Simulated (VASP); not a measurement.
# Si (Amm2) in VASP: notebook

Runs on Si. Level: PBEsol. Tasks: single point.

Everything below comes from runs of VASP 6.6.1. Logs are shortened: lines on timing, memory, paths and dates and some standing lists are left out, and cuts for length are marked.

**1. The cell of the first run**

It takes space group Amm2 (No. 38, orthorhombic). Conventional cell: a = 9.397 Å, b = 9.397 Å, c = 3.837 Å, α = 90.00°, β = 90.00°, γ = 90.00°. Si (site symmetry m) has 4 Si at 2.29 to 2.39 Å within 3.0 Å. Within 3.0 Å of Si (site symmetry m) lie 4 Si at 2.29 to 2.44 Å. Si (site symmetry m) has 4 Si at 2.34 to 2.38 Å within 3.1 Å. Within 3.1 Å of Si (site symmetry m) lie 4 Si at 2.34 to 2.44 Å.

**2. Single point, PBEsol (atoms displaced along several vibrational modes)**

Contents of INCAR:

```
  PREC = Accurate
  ENCUT = 520
  EDIFF = 1E-7
  ISMEAR = 0
  SIGMA = 0.03
  LREAL = F
  LASPH = T
  NELM = 80
  ALGO = Normal
  ISIF = 2
  LWAVE = F
  LCHARG = F
  GGA = PS
  NBANDS = 26
```

Contents of KPOINTS:

```
regular mesh
0
Gamma
  10 10 4
```

Contents of POSCAR:

```
Si
1.0
    0.0000000000      0.0000000000      3.8373624245
    3.3221878745     -3.3221878745     -1.9186812122
    6.6443757490      6.6443757490      0.0000000000
Si
8
Direct
   -0.0368681581      0.0000000000      0.1787304307
    0.4778693003      0.0000000000      0.6787304307
    0.4778693003      0.0000000000      0.3212695693
   -0.0368681581      0.0000000000      0.8212695693
    0.7586223722      0.6425391386      0.0000000000
    0.4429156242      0.6425391386      0.5000000000
    0.1160832336      0.3574608614      0.0000000000
    0.8003764856      0.3574608614      0.5000000000
```

Potentials or basis: VASP PAW PBE potentials, release 64 (Si).

Launch:

```bash
cat potpaw_PBE.64/Si/POTCAR > POTCAR
mpirun -np 1 vasp_std > vasp.out
```

OUTCAR:

```text
PREC = Accurate
   ENCUT = 520
   EDIFF = 1E-7
   ISMEAR = 0
   LREAL = F
   LASPH = T
   NELM = 80
   ISIF = 2
   GGA = PS

 ion  position               nearest neighbor table
   1  0.963  0.000  0.179-   3 2.29   7 2.38   5 2.38   3 2.39
   2  0.478  0.000  0.679-   4 2.29   4 2.39   6 2.44   8 2.44
   3  0.478  0.000  0.321-   1 2.29   1 2.39   6 2.44   8 2.44
   4  0.963  0.000  0.821-   2 2.29   7 2.38   5 2.38   2 2.39
   5  0.759  0.643  0.000-   7 2.34   7 2.34   1 2.38   4 2.38
   6  0.443  0.643  0.500-   8 2.34   8 2.34   2 2.44   3 2.44
   7  0.116  0.357  0.000-   5 2.34   5 2.34   4 2.38   1 2.38
   8  0.800  0.357  0.500-   6 2.34   6 2.34   3 2.44   2 2.44

  LATTYP: Found a base centered orthorhombic cell.
 ALAT       =     3.8373624245
 B/A-ratio  =     2.4487044116
 C/A-ratio  =     2.4487044116

  Lattice vectors:

 A1 = (  -3.3221878745,   3.3221878745,   1.9186812122)
 A2 = (   3.3221878745,  -3.3221878745,   1.9186812123)
 A3 = (   6.6443757490,   6.6443757490,   0.0000000000)

Analysis of symmetry for initial positions (statically):
=====================================================================
 Subroutine PRICEL returns:
 Original cell was already a primitive cell.

 Routine SETGRP: Setting up the symmetry group for a
 base centered orthorhombic supercell.

 Subroutine GETGRP returns: Found  4 space group operations
 (whereof  4 operations were pure point group operations)
 out of a pool of  8 trial point group operations.

The static configuration has the point symmetry C_2v.

Analysis of symmetry for dynamics (positions and initial velocities):
=====================================================================
 Subroutine PRICEL returns:
 Original cell was already a primitive cell.

 Routine SETGRP: Setting up the symmetry group for a
 base centered orthorhombic supercell.

 Subroutine GETGRP returns: Found  4 space group operations
 (whereof  4 operations were pure point group operations)
 out of a pool of  8 trial point group operations.

The dynamic configuration has the point symmetry C_2v.

 Subroutine INISYM returns: Found  4 space group operations
 (whereof  4 operations are pure point group operations),
 and found     1 'primitive' translations

----------------------------------------------------------------------------------------

                                     Primitive cell

[... 108 lines left out ...]
   ISIF   =      2    stress and relaxation
   ISYM   =      2    0-nonsym 1-usesym 2-fastsym
   POTIM  = 0.5000    time-step for ionic-motion
   TEBEG  =    0.0;   TEEND  =   0.0 temperature during run
   PSTRESS=    0.0 pullay stress
   NELECT =      32.0000    total number of electrons
   NUPDOWN=      -1.0000    fix difference up-down
   EMIN   =  10.00;   EMAX   =-10.00  energy-range for DOS
   EFERMI =   0.00;   METHOD = LEGACY
   ISMEAR =     0;   SIGMA  =   0.03  broadening in eV -4-tet -1-fermi 0-gaus
   EFERMI_NEDOS =   21; number of points for ismear=-14 and -15
   IALGO  =     38    algorithm
   IMIX   =      4    mixing-type and parameters
     AMIX     =   0.40;   BMIX     =  1.00
     AMIX_MAG =   1.60;   BMIX_MAG =  1.00
  volume/ion in A,a.u.               =      21.18       142.91
  Fermi-wavevector in a.u.,A,eV,Ry     =   0.939315  1.775047 12.004584  0.882312
  Thomas-Fermi vector in A             =   2.066614
   LORBIT       =      0    0 simple, 1 ext, 2 COOP (PROOUT), +10 PAW based schemes
   GGA     = PS    functional components
   LHFCALC =     F    Hartree Fock is set to
   AEXX    =    0.0000 exact exchange contribution
   IVDW    =     0    specifies the selected vdW correction
   LEPSILON=     F    determine dielectric tensor
   LRPA    =     F    only Hartree local field effects (RPA)
 non-spin polarized calculation
 Gauss-broadening in eV      SIGMA  =   0.03
  energy-cutoff  :      520.00
  volume of cell :      169.41
 maximum number of plane-waves:      4613
 NGX is ok and might be reduce to    30
   NGX = 15   NGY = 19   NGZ = 35

 number of electron      32.0000002 magnetization

 Free energy of the ion-electron system (eV)
  ---------------------------------------------------
  ext. energy  EPLUGINS =         0.00000000
  ---------------------------------------------------
  free energy    TOTEN  =       -44.57716532 eV

  energy without entropy =      -44.57712760  energy(sigma->0) =      -44.57714646

 E-fermi :   5.4156     XC(G=0):  -9.2842

 val. band max:        5.3691985086   @ k =   0.5000   0.2000   0.0000
 cond. band min:       5.4539642550   @ k =   0.0000   0.5000   0.2500
 fundamental gap:      0.0847657464
 Fermi energy:         5.4155991364

 k-point     1 :       0.0000    0.0000    0.0000
  band No.  band energies     occupation
      1      -6.6248      2.00000
      2      -5.5942      2.00000
      3      -4.7036      2.00000
      4      -2.4216      2.00000
      5      -0.0830      2.00000
      6      -0.0588      2.00000
[... 685 lines left out ...]
     25       9.6331      0.00000
     26       9.9571      0.00000

 [... further k-points ...]

------------------------ aborting loop because EDIFF is reached ----------------------------------------

  FORCE on cell =-STRESS in cart. coord.  units (eV):
  Direction    XX          YY          ZZ          XY          YZ          ZX
  --------------------------------------------------------------------------------------
  -------------------------------------------------------------------------------------
  Total       -1.2166554     -1.2166554     -0.9091086      0.1745851      0.0000000     -0.0000000
  in kB      -11.5063342    -11.5063342     -8.5977569      1.6511119      0.0000000     -0.0000000
  external PRESSURE =     -10.5368084 kB  Pullay stress =       0.0000000 kB

 VOLUME and BASIS-vectors are now :
 -----------------------------------------------------------------------------
  energy-cutoff  :      520.00
  volume of cell :      169.41
      direct lattice vectors                 reciprocal lattice vectors
     0.000000000  0.000000000  3.837362425     0.075251614 -0.075251614  0.260595662
     3.322187874 -3.322187874 -1.918681212     0.150503228 -0.150503228  0.000000000
     6.644375749  6.644375749  0.000000000     0.075251614  0.075251614  0.000000000

 POSITION                                       TOTAL-FORCE (eV/Angst)
 -----------------------------------------------------------------------------------
      1.18755      1.18755      3.69589        -0.095856     -0.095856      0.304939
      4.50974      4.50974      1.83376        -0.392870     -0.392870      0.258298
      2.13464      2.13464      1.83376         0.392870      0.392870      0.258298
      5.45682      5.45682      3.69589         0.095856      0.095856      0.304939
      2.13464     -2.13464      1.67828         0.006877     -0.006877      0.289122
      5.45682      1.18755      0.46680         0.373726     -0.373726     -0.852359
      1.18755     -1.18755     -0.24040        -0.006877      0.006877      0.289122
      4.50974      2.13464      2.38548        -0.373726      0.373726     -0.852359
 -----------------------------------------------------------------------------------
    total drift:                               -0.000001      0.000001      0.000071

  FREE ENERGIE OF THE ION-ELECTRON SYSTEM (eV)
  ---------------------------------------------------
  free  energy   TOTEN  =       -44.5771653230 eV

  energy  without entropy=      -44.5771275966  energy(sigma->0) =      -44.57714646
```

stdout:

```text
POSCAR found type information on POSCAR Si
 POSCAR found :  1 types and       8 ions
 scaLAPACK will be used
 -----------------------------------------------------------------------------
|                                                                             |
|                                                                             |
|     You enforced a specific xc type in the INCAR file but a different       |
|     I HOPE YOU KNOW WHAT YOU ARE DOING!                                     |
|                                                                             |
 -----------------------------------------------------------------------------

 LDA part: xc-table for (Slater+PW92), standard interpolation
 POSCAR, INCAR and KPOINTS ok, starting setup
 FFT: planning ... GRIDC
 FFT: planning ... GRID_SOFT
 FFT: planning ... GRID
 WAVECAR not read
 entering main loop
```

It took 12 min on 1 thread of Intel Xeon 8259CL, shared host; peak memory 0.45 GiB.

Results:

```
Free energy            : -44.5772 eV
Pressure               : -1.1 GPa
Largest force          : 1.003 eV/Å
Band gap on the k mesh : zero (bands 16 and 17 overlap by 0.44 eV)
```

Forces in eV/Å, atoms in the order of the input:
```
Si  -0.096 -0.096  0.305
Si  -0.393 -0.393  0.258
Si   0.393  0.393  0.258
Si   0.096  0.096  0.305
Si   0.007 -0.007  0.289
Si   0.374 -0.374 -0.852
Si  -0.007  0.007  0.289
Si  -0.374  0.374 -0.852
```

Stress tensor (GPa, compression positive):
```
-1.15  0.17  0.00
 0.17 -1.15  0.00
 0.00  0.00 -0.86
```

Levels at points of the mesh, in eV from the Fermi level:
| k point | band 12 | band 13 | band 14 | band 15 | band 16 | band 17 | band 18 | band 19 | band 20 | band 21 |
| --- | --- | --- | --- | --- | --- | --- | --- | --- | --- | --- |
| (0.00, 0.00, 0.00) | -1.91 | -1.60 | -1.50 | -1.42 | -0.33 | 0.91 | 1.47 | 1.48 | 1.92 | 1.99 |
| (0.50, 0.00, 0.00) | -2.61 | -2.49 | -2.34 | -2.21 | -1.83 | 1.04 | 1.52 | 1.71 | 1.97 | 2.35 |
| (0.00, 0.50, 0.00) | -1.87 | -1.64 | -0.67 | 0.18 | 0.25 | 0.64 | 1.66 | 1.78 | 2.00 | 2.70 |
| (0.00, 0.00, 0.50) | -1.71 | -1.70 | -1.68 | -1.55 | -1.50 | 0.70 | 0.72 | 1.48 | 1.80 | 1.88 |
| (0.50, 0.00, 0.50) | -3.40 | -2.34 | -2.16 | -1.33 | -1.29 | 0.64 | 0.67 | 1.85 | 2.01 | 3.05 |
| (0.00, 0.50, 0.50) | -1.93 | -1.24 | -0.73 | -0.50 | -0.35 | 0.73 | 1.16 | 2.48 | 2.69 | 2.76 |

Caveat: the cell differs from its parent crystal (atoms displaced along several vibrational modes); semilocal functionals underestimate gaps, and a narrow one can read as zero; the PAW data sets were made with another functional, which shifts forces and pressure a little.

**3. Single point, PBEsol (atoms displaced along several vibrational modes)**

Contents of INCAR:

```
SYSTEM = Si
PREC = Accurate
ENCUT = 520
EDIFF = 1E-6
ISMEAR = 0
SIGMA = 0.03
LREAL = .False.
LASPH = .True.
NELM = 60
ALGO = Normal
ISIF = 2
LWAVE = .False.
LCHARG = .False.
GGA = PS
NBANDS = 26
```

Contents of KPOINTS:

```
Automatic mesh
0
Gamma
  10 10 4
  0 0 0
```

Contents of POSCAR:

```
Si
1.0
    0.0000000000      0.0000000000      3.8373624245
    3.3221878745     -3.3221878745     -1.9186812122
    6.6443757490      6.6443757490      0.0000000000
Si
8
Direct
   -0.0663675870      0.0000000000      0.1787304307
    0.4483698714      0.0000000000      0.6787304307
    0.4483698714      0.0000000000      0.3212695693
   -0.0663675870      0.0000000000      0.8212695693
    0.7881218011      0.6425391386      0.0000000000
    0.4724150531      0.6425391386      0.5000000000
    0.1455826625      0.3574608614      0.0000000000
    0.8298759145      0.3574608614      0.5000000000
```

Potentials or basis: VASP PAW PBE potentials, release 64 (Si).

Launch:

```bash
cat potpaw_PBE.64/Si/POTCAR > POTCAR
mpirun -np 1 vasp_std > vasp.out
```

Run time: 10 min. Hardware: 1 thread of Intel Xeon 8259CL, shared host; peak memory 0.45 GiB.

The run converged. Its results:

* Free energy: -44.1921 eV
* Pressure: -1.9 GPa
* Largest force: 1.482 eV/Å
* Band gap on the k mesh: zero (bands 16 and 17 overlap by 0.69 eV)

Forces on the atoms (eV/Å):
```
Si  -0.142 -0.142  0.539
Si  -0.614 -0.614  0.600
Si   0.614  0.614  0.600
Si   0.142  0.142  0.539
Si   0.010 -0.010  0.051
Si   0.624 -0.624 -1.191
Si  -0.010  0.010  0.051
Si  -0.624  0.624 -1.191
```

Stress tensor (GPa, compression positive):
```
-2.03  0.20  0.00
 0.20 -2.03  0.00
 0.00  0.00 -1.76
```

Levels at points of the mesh, in eV from the Fermi level:
```
           k point  band 14  band 15  band 16  band 17  band 18  band 19
(0.00, 0.00, 0.00)    -1.53    -1.49    -0.20     0.79     1.31     1.37
(0.50, 0.00, 0.00)    -2.36    -2.12    -1.83     0.90     1.40     1.63
(0.00, 0.50, 0.00)    -1.02     0.26     0.31     0.81     1.39     1.70
(0.00, 0.00, 0.50)    -1.62    -1.58    -1.53     0.59     0.65     1.30
(0.50, 0.00, 0.50)    -2.03    -1.31    -1.24     0.49     0.56     1.61
(0.00, 0.50, 0.50)    -0.75    -0.52    -0.24     0.60     1.26     2.20
```

Caveat: the cell differs from its parent crystal (atoms displaced along several vibrational modes); semilocal functionals underestimate gaps, and a narrow one can read as zero; the PAW data sets were made with another functional, which shifts forces and pressure a little.

**4. Single point, PBEsol (atoms displaced along several vibrational modes)**

Contents of INCAR:

```
SYSTEM = Si
PREC     = Accurate       ! precision mode
ENCUT    = 520            ! plane-wave cutoff, eV
EDIFF    = 1E-6           ! SCF threshold, eV
ISMEAR   = 0              ! smearing method
SIGMA    = 0.03           ! smearing width, eV
LREAL    = .False.        ! projectors in reciprocal space
LASPH    = .True.         ! aspherical terms in the spheres
NELM     = 100            ! most SCF steps
ALGO     = Normal         ! electronic algorithm
ISIF     = 2              ! what is computed and relaxed
LWAVE    = .False.        ! write WAVECAR
LCHARG   = .False.        ! write CHGCAR
GGA      = PS             ! functional
NBANDS   = 26             ! bands
```

Contents of KPOINTS:

```
regular mesh
0
Gamma
  10 10 4
  0 0 0
```

Contents of POSCAR:

```
Si
1.0
    0.0000000000      0.0000000000      3.8373624245
    3.3221878745     -3.3221878745     -1.9186812122
    6.6443757490      6.6443757490      0.0000000000
Si
8
Direct
   -0.0626832224      0.0000000000      0.1787304307
    0.4446855068      0.0000000000      0.6787304307
    0.4446855068      0.0000000000      0.3212695693
   -0.0626832224      0.0000000000      0.8212695693
    0.8341951141      0.6425391386      0.0000000000
    0.4263417401      0.6425391386      0.5000000000
    0.1916559755      0.3574608614      0.0000000000
    0.7838026015      0.3574608614      0.5000000000
```

Launch:

```bash
cat potpaw_PBE.64/Si/POTCAR > POTCAR
mpirun -np 1 vasp_std > vasp.out
```

Run time: 11 min. Hardware: 1 thread of Intel Xeon 8259CL, shared host; peak memory 0.45 GiB.

The run converged. Its results:

| Quantity | Value |
| --- | --- |
| Free energy | -44.5282 eV |
| Pressure | -1.7 GPa |
| Largest force | 1.080 eV/Å |
| Band gap on the k mesh | zero (bands 16 and 17 overlap by 0.29 eV) |

Forces on the atoms (eV/Å):
```
Si  -0.178 -0.178  0.515
Si  -0.439 -0.439  0.569
Si   0.439  0.439  0.569
Si   0.178  0.178  0.515
Si   0.114 -0.114 -0.216
Si   0.455 -0.455 -0.867
Si  -0.114  0.114 -0.216
Si  -0.455  0.455 -0.867
```

Stress tensor (GPa, compression positive):
```
-2.01 -0.03  0.00
-0.03 -2.01  0.00
 0.00  0.00 -1.13
```

Levels at points of the mesh, in eV from the Fermi level:
| k point | band 13 | band 14 | band 15 | band 16 | band 17 | band 18 | band 19 | band 20 |
| --- | --- | --- | --- | --- | --- | --- | --- | --- |
| (0.00, 0.00, 0.00) | -1.67 | -1.53 | -1.53 | -0.31 | 1.03 | 1.39 | 1.41 | 1.58 |
| (0.50, 0.00, 0.00) | -2.48 | -2.40 | -2.31 | -2.07 | 1.09 | 1.47 | 1.64 | 1.99 |
| (0.00, 0.50, 0.00) | -1.67 | -1.01 | 0.19 | 0.21 | 0.92 | 1.35 | 1.73 | 2.00 |
| (0.00, 0.00, 0.50) | -1.78 | -1.70 | -1.61 | -1.57 | 0.65 | 0.67 | 1.43 | 1.77 |
| (0.50, 0.00, 0.50) | -2.35 | -2.17 | -1.35 | -1.32 | 0.58 | 0.61 | 1.88 | 2.08 |
| (0.00, 0.50, 0.50) | -1.38 | -0.90 | -0.50 | -0.36 | 0.71 | 1.11 | 2.44 | 2.66 |

Caveat: the cell differs from its parent crystal (atoms displaced along several vibrational modes); semilocal functionals underestimate gaps, and a narrow one can read as zero; the PAW data sets were made with another functional, which shifts forces and pressure a little.

**5. Summary**

```tsv
cell	gap on the mesh (eV)	pressure (GPa)	largest force (eV/Å)
as given, atomic positions A	none	-1.1	1.00
as given, atomic positions B	none	-1.9	1.48
as given, atomic positions C	none	-1.7	1.08
```

Alike in all rows: task single point; level PBEsol; potentials or basis VASP PAW PBE potentials, release 64 (Si); no spin polarisation; k mesh 10 × 10 × 4; cutoff (eV) 520; smearing gaussian 0.03 eV.

Caveats: semilocal functionals underestimate gaps, and a narrow one can read as zero; the PAW data sets were made with another functional, which shifts forces and pressure a little.

Absolute energies hang on the potentials; compare differences alone.

The gap in the log of VASP goes by the Fermi energy; the results here count the filled bands.